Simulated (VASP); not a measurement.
# Pd (Fm-3m) in VASP: further runs, part 2 of 2

VASP 6.6.1. Earlier steps stand in the parts before.

## (3) Single point, PBE

This run uses another cell than the first one, of 15.32 Å³/atom, 1.031 times its volume.

File INCAR:

```
PREC = Accurate ; ENCUT = 520
EDIFF = 1E-6 ; ISMEAR = 0
SIGMA = 0.1 ; LREAL = False
LASPH = True ; NELM = 80
ALGO = Fast ; ISIF = 2
LWAVE = False ; LCHARG = False
GGA = PE ; NBANDS = 11
```

File KPOINTS:

```
Automatic mesh
0
Gamma
  18 18 18
```

File POSCAR:

```
Pd
1.0
    0.0000000000      1.9711878719      1.9711878719
    1.9711878719      0.0000000000      1.9711878719
    1.9711878719      1.9711878719      0.0000000000
Pd
1
Direct
    0.0000000000      0.0000000000      0.0000000000
```

Potentials or basis: VASP PAW PBE potentials, release 64 (Pd).

Command:

```console
$ cat potpaw_PBE.64/Pd/POTCAR > POTCAR
$ mpirun -np 1 vasp_std > vasp.out
```

OUTCAR:

```text
PREC = Accurate
   ENCUT = 520
   EDIFF = 1E-6
   ISMEAR = 0
   LREAL = False
   LASPH = True
   NELM = 80
   ISIF = 2
   GGA = PE

 ion  position               nearest neighbor table
   1  0.000  0.000  0.000-

  LATTYP: Found a face centered cubic cell.
 ALAT       =     3.9423757438

  Lattice vectors:

 A1 = (   0.0000000000,   1.9711878719,   1.9711878719)
 A2 = (   1.9711878719,   0.0000000000,   1.9711878719)
 A3 = (   1.9711878719,   1.9711878719,   0.0000000000)

Analysis of symmetry for initial positions (statically):
=====================================================================
 Subroutine PRICEL returns:
 Original cell was already a primitive cell.

 Routine SETGRP: Setting up the symmetry group for a
 face centered cubic supercell.

 Subroutine GETGRP returns: Found 48 space group operations
 (whereof 48 operations were pure point group operations)
 out of a pool of 48 trial point group operations.

The static configuration has the point symmetry O_h .

Analysis of symmetry for dynamics (positions and initial velocities):
=====================================================================
 Subroutine PRICEL returns:
 Original cell was already a primitive cell.

 Routine SETGRP: Setting up the symmetry group for a
 face centered cubic supercell.

 Subroutine GETGRP returns: Found 48 space group operations
 (whereof 48 operations were pure point group operations)
 out of a pool of 48 trial point group operations.

The dynamic configuration has the point symmetry O_h .

 Subroutine INISYM returns: Found 48 space group operations
 (whereof 48 operations are pure point group operations),
 and found     1 'primitive' translations

----------------------------------------------------------------------------------------

                                     Primitive cell

  volume of cell :      15.3184
[... 112 lines left out ...]
   GGA     = PE    functional components
   LHFCALC =     F    Hartree Fock is set to
   AEXX    =    0.0000 exact exchange contribution
   IVDW    =     0    specifies the selected vdW correction
   LEPSILON=     F    determine dielectric tensor
   LRPA    =     F    only Hartree local field effects (RPA)
 non-spin polarized calculation
 RMM-DIIS sequential band-by-band and
 Gauss-broadening in eV      SIGMA  =   0.10
  energy-cutoff  :      520.00
  volume of cell :       15.32
 maximum number of plane-waves:       424
 NGX is ok and might be reduce to    24
   NGX = 11   NGY = 11   NGZ = 11

 number of electron      10.0000000 magnetization

 Free energy of the ion-electron system (eV)
  ---------------------------------------------------
  ext. energy  EPLUGINS =         0.00000000
  ---------------------------------------------------
  free energy    TOTEN  =        -5.22597064 eV

  energy without entropy =       -5.21373855  energy(sigma->0) =       -5.21985460

 E-fermi :   9.1513     XC(G=0): -12.9502

 val. band max:        9.1499232291   @ k =  -0.4444   0.3889   0.1111
 cond. band min:       9.1572868694   @ k =  -0.3889   0.3889   0.0556
 fundamental gap:      0.0073636402
 Fermi energy:         9.1513042534

 k-point     1 :       0.0000    0.0000    0.0000
  band No.  band energies     occupation
      1       2.3071      2.00000
      2       6.4844      2.00000
      3       6.4844      2.00000
      4       6.4844      2.00000
      5       7.9981      2.00000
      6       7.9981      2.00000
      7      26.3249      0.00000
      8      30.8876      0.00000
      9      30.8876      0.00000
     10      30.8876      0.00000
     11      35.9535      0.00000
[... 309 lines left out ...]
 k-point    24 :      -0.2222    0.0556    0.0000
  band No.  band energies     occupation
      1       3.9783      2.00000
      2       6.2795      2.00000
      3       6.7927      2.00000
      4       6.8239      2.00000
      5       7.8901      2.00000
      6       8.3836      2.00000
      7      23.7712      0.00000
      8      27.2616      0.00000
      9      30.9127      0.00000
     10      33.3824      0.00000
     11      33.6900      0.00000

 [... further k-points ...]

------------------------ aborting loop because EDIFF is reached ----------------------------------------

  FORCE on cell =-STRESS in cart. coord.  units (eV):
  Direction    XX          YY          ZZ          XY          YZ          ZX
  --------------------------------------------------------------------------------------
  -------------------------------------------------------------------------------------
  Total       -0.0211813     -0.0211813     -0.0211813      0.0000000      0.0000000     -0.0000000
  in kB       -2.2153809     -2.2153809     -2.2153809      0.0000000      0.0000000     -0.0000000
  external PRESSURE =      -2.2153809 kB  Pullay stress =       0.0000000 kB

 VOLUME and BASIS-vectors are now :
 -----------------------------------------------------------------------------
  energy-cutoff  :      520.00
  volume of cell :       15.32
      direct lattice vectors                 reciprocal lattice vectors
     0.000000000  1.971187872  1.971187872    -0.253654158  0.253654158  0.253654158
     1.971187872  0.000000000  1.971187872     0.253654158 -0.253654158  0.253654158
     1.971187872  1.971187872  0.000000000     0.253654158  0.253654158 -0.253654158

 POSITION                                       TOTAL-FORCE (eV/Angst)
 -----------------------------------------------------------------------------------
      0.00000      0.00000      0.00000         0.000000      0.000000      0.000000
 -----------------------------------------------------------------------------------
    total drift:                               -0.000000      0.000000      0.000000

  FREE ENERGIE OF THE ION-ELECTRON SYSTEM (eV)
  ---------------------------------------------------
  free  energy   TOTEN  =        -5.2259706430 eV

  energy  without entropy=       -5.2137385516  energy(sigma->0) =       -5.21985460
```

stdout:

```text
POSCAR found type information on POSCAR Pd
 POSCAR found :  1 types and       1 ions
 scaLAPACK will be used
 LDA part: xc-table for (Slater+PW92), standard interpolation
 POSCAR, INCAR and KPOINTS ok, starting setup
 FFT: planning ... GRIDC
 FFT: planning ... GRID_SOFT
 FFT: planning ... GRID
 WAVECAR not read
 entering main loop
```

Run time: 23 s. Hardware: 1 thread of Intel Xeon Platinum 8375C at 2.90GHz (Ice Lake), shared host; peak memory 0.16 GiB.

Results:

```
Free energy            : -5.2260 eV
Pressure               : -0.2 GPa
Band gap on the k mesh : zero (band 5 reaches 9.42 eV, above the bottom of band 6 at 7.94 eV)
```

## (4) Single point, PBE (volume scaled by 1.03)

File INCAR:

```
PREC = Accurate
ENCUT = 520
EDIFF = 1E-6
ISMEAR = 0
SIGMA = 0.1
LREAL = F
LASPH = T
NELM = 80
ALGO = Fast
ISIF = 2
LWAVE = F
LCHARG = T
GGA = PE
LELF = T
LVHAR = T
NBANDS = 11
```

File KPOINTS:

```
regular mesh
0
Gamma
  18 18 18
```

File POSCAR:

```
Pd
1.0
    0.0000000000      1.9907058529      1.9907058529
    1.9907058529      0.0000000000      1.9907058529
    1.9907058529      1.9907058529      0.0000000000
Pd
1
Direct
    0.0000000000      0.0000000000      0.0000000000
```

Potentials or basis: VASP PAW PBE potentials, release 64 (Pd).

Command:

```console
$ cat potpaw_PBE.64/Pd/POTCAR > POTCAR
$ mpirun -np 1 vasp_std > vasp.out
```

OUTCAR:

```text
PREC = Accurate
   ENCUT = 520
   EDIFF = 1E-6
   ISMEAR = 0
   LREAL = F
   LASPH = T
   NELM = 80
   ISIF = 2
   GGA = PE

 ion  position               nearest neighbor table
   1  0.000  0.000  0.000-

  LATTYP: Found a face centered cubic cell.
 ALAT       =     3.9814117058

  Lattice vectors:

 A1 = (   0.0000000000,   1.9907058529,   1.9907058529)
 A2 = (   1.9907058529,   0.0000000000,   1.9907058529)
 A3 = (   1.9907058529,   1.9907058529,   0.0000000000)

Analysis of symmetry for initial positions (statically):
=====================================================================
 Subroutine PRICEL returns:
 Original cell was already a primitive cell.

 Routine SETGRP: Setting up the symmetry group for a
 face centered cubic supercell.

 Subroutine GETGRP returns: Found 48 space group operations
 (whereof 48 operations were pure point group operations)
 out of a pool of 48 trial point group operations.

The static configuration has the point symmetry O_h .

Analysis of symmetry for dynamics (positions and initial velocities):
[... 166 lines left out ...]
 k-point     1 :       0.0000    0.0000    0.0000
  band No.  band energies     occupation
      1       2.0569      2.00000
      2       6.1381      2.00000
      3       6.1381      2.00000
      4       6.1381      2.00000
      5       7.5799      2.00000
      6       7.5799      2.00000
      7      25.8248      0.00000
      8      30.2206      0.00000
      9      30.2206      0.00000
     10      30.2206      0.00000
     11      35.1167      0.00000
[... 309 lines left out ...]
 k-point    24 :      -0.2222    0.0556    0.0000
  band No.  band energies     occupation
      1       3.6974      2.00000
      2       5.9447      2.00000
      3       6.4341      2.00000
      4       6.4633      2.00000
      5       7.4800      2.00000
      6       7.9494      2.00000
      7      23.0517      0.00000
      8      26.6741      0.00000
      9      30.0897      0.00000
     10      32.6280      0.00000
     11      32.8616      0.00000

 [... further k-points ...]

------------------------ aborting loop because EDIFF is reached ----------------------------------------

  FORCE on cell =-STRESS in cart. coord.  units (eV):
  Direction    XX          YY          ZZ          XY          YZ          ZX
  --------------------------------------------------------------------------------------
  -------------------------------------------------------------------------------------
  Total       -0.4706942     -0.4706942     -0.4706942     -0.0000000      0.0000000      0.0000000
  in kB      -47.7967292    -47.7967292    -47.7967292     -0.0000000      0.0000000      0.0000000
  external PRESSURE =     -47.7967292 kB  Pullay stress =       0.0000000 kB

 VOLUME and BASIS-vectors are now :
 -----------------------------------------------------------------------------
  energy-cutoff  :      520.00
  volume of cell :       15.78
      direct lattice vectors                 reciprocal lattice vectors
     0.000000000  1.990705853  1.990705853    -0.251167192  0.251167192  0.251167192
     1.990705853  0.000000000  1.990705853     0.251167192 -0.251167192  0.251167192
     1.990705853  1.990705853  0.000000000     0.251167192  0.251167192 -0.251167192

 POSITION                                       TOTAL-FORCE (eV/Angst)
 -----------------------------------------------------------------------------------
      0.00000      0.00000      0.00000        -0.000000     -0.000000      0.000000
 -----------------------------------------------------------------------------------
    total drift:                               -0.000000      0.000000     -0.000000

  FREE ENERGIE OF THE ION-ELECTRON SYSTEM (eV)
  ---------------------------------------------------
  free  energy   TOTEN  =        -5.2185693147 eV

  energy  without entropy=       -5.2058751655  energy(sigma->0) =       -5.21222224
```

Wall time 35 s (1 thread of Intel Xeon Platinum 8375C at 2.90GHz (Ice Lake), shared host); peak memory 0.16 GiB.

What came out:

* Free energy: -5.2186 eV
* Pressure: -4.8 GPa
* Band gap on the k mesh: zero (band 5 reaches 8.94 eV, above the bottom of band 6 at 7.53 eV)

Levels at points of the mesh, in eV from the Fermi level:
```
           k point  band 3  band 4  band 5  band 6  band 7  band 8
(0.00, 0.00, 0.00)   -2.54   -2.54   -1.10   -1.10   17.15   21.54
(0.50, 0.00, 0.00)   -2.58   -0.03   -0.03    1.17    6.81   16.49
(0.50, 0.50, 0.00)   -0.05    0.25    0.25    3.37   10.10   12.85
```

Caveat: the cell differs from its parent crystal (volume scaled by 1.03).

## (5) Single point, PBE (volume scaled by 1.06)

File INCAR:

```
PREC     = Accurate       # precision mode
ENCUT    = 520            # plane-wave cutoff, eV
EDIFF    = 1E-7           # SCF threshold, eV
ISMEAR   = 0              # smearing method
SIGMA    = 0.1            # smearing width, eV
LREAL    = False          # projectors in reciprocal space
LASPH    = True           # aspherical terms in the spheres
NELM     = 80             # most SCF steps
ALGO     = Fast           # electronic algorithm
ISIF     = 2              # what is computed and relaxed
LWAVE    = False          # write WAVECAR
LCHARG   = False          # write CHGCAR
GGA      = PE             # functional
NBANDS   = 11             # bands
```

File KPOINTS:

```
Automatic mesh
0
Gamma
  18 18 18
```

File POSCAR:

```
Pd
1.0
    0.0000000000      2.0098484296      2.0098484296
    2.0098484296      0.0000000000      2.0098484296
    2.0098484296      2.0098484296      0.0000000000
Pd
1
Direct
    0.0000000000      0.0000000000      0.0000000000
```

Command:

```console
$ cat potpaw_PBE.64/Pd/POTCAR > POTCAR
$ mpirun -np 1 vasp_std > vasp.out
```

Wall time 30 s (1 thread of Intel Xeon Platinum 8375C at 2.90GHz (Ice Lake), shared host); peak memory 0.16 GiB.

The run converged. Its results:

| Quantity | Value |
| --- | --- |
| Free energy | -5.1993 eV |
| Pressure | -8.6 GPa |
| Band gap on the k mesh | zero (band 5 reaches 8.48 eV, above the bottom of band 6 at 7.14 eV) |

Levels at points of the mesh, in eV from the Fermi level:
| k point | band 2 | band 3 | band 4 | band 5 | band 6 | band 7 | band 8 | band 9 |
| --- | --- | --- | --- | --- | --- | --- | --- | --- |
| (0.00, 0.00, 0.00) | -2.42 | -2.42 | -2.42 | -1.05 | -1.05 | 17.11 | 21.34 | 21.34 |
| (0.50, 0.00, 0.00) | -2.46 | -2.46 | -0.03 | -0.03 | 1.23 | 6.60 | 16.45 | 20.16 |
| (0.50, 0.50, 0.00) | -4.37 | -0.05 | 0.24 | 0.24 | 3.37 | 9.83 | 12.69 | 12.69 |

Caveat: the cell differs from its parent crystal (volume scaled by 1.06).

## (6) Single point, PBE (volume scaled by 1.10)

File INCAR:

```
PREC = Accurate
ENCUT = 520
EDIFF = 1E-6
ISMEAR = 0
SIGMA = 0.1
LREAL = False
LASPH = True
NELM = 60
ALGO = Fast
ISIF = 2
LWAVE = False
LCHARG = False
GGA = PE
NBANDS = 11
```

File KPOINTS:

```
regular mesh
0
Gamma
  18 18 18
```

File POSCAR:

```
Pd
1.0
    0.0000000000      2.0348180440      2.0348180440
    2.0348180440      0.0000000000      2.0348180440
    2.0348180440      2.0348180440      0.0000000000
Pd
1
Direct
    0.0000000000      0.0000000000      0.0000000000
```

Potentials or basis: VASP PAW PBE potentials, release 64 (Pd).

Command:

```console
$ cat potpaw_PBE.64/Pd/POTCAR > POTCAR
$ mpirun -np 1 vasp_std > vasp.out
```

It took 24 s on 1 thread of Intel Xeon Platinum 8375C at 2.90GHz (Ice Lake), shared host; peak memory 0.16 GiB.

It converged, with:

- Free energy: -5.1589 eV
- Pressure: -12.5 GPa
- Band gap on the k mesh: zero (band 5 reaches 7.91 eV, above the bottom of band 6 at 6.65 eV)

Levels at points of the mesh, in eV from the Fermi level:
```tsv
k point	band 2	band 3	band 4	band 5	band 6	band 7	band 8	band 9
(0.00, 0.00, 0.00)	-2.28	-2.28	-2.28	-0.99	-0.99	17.05	21.08	21.08
(0.50, 0.00, 0.00)	-2.31	-2.31	-0.03	-0.03	1.31	6.35	16.38	19.78
(0.50, 0.50, 0.00)	-4.12	-0.05	0.22	0.22	3.38	9.48	12.49	12.49
```

Caveat: the cell differs from its parent crystal (volume scaled by 1.10).

## (7) Summary

```tsv
cell	gap on the mesh (eV)	pressure (GPa)
a = 2.760 Å, angles 60.0°, 1 atom	none	5.2
a = 2.788 Å, angles 60.0°, 1 atom	none	-0.2
a = 2.815 Å, angles 60.0°, 1 atom	none	-4.8
a = 2.842 Å, angles 60.0°, 1 atom	none	-8.6
a = 2.878 Å, angles 60.0°, 1 atom	none	-12.5
```

Alike in all rows: task single point; level PBE; potentials or basis VASP PAW PBE potentials, release 64 (Pd); no spin polarisation; k mesh 18 × 18 × 18; cutoff (eV) 520; smearing gaussian 0.1 eV.

Absolute energies hang on the potentials; compare differences alone.
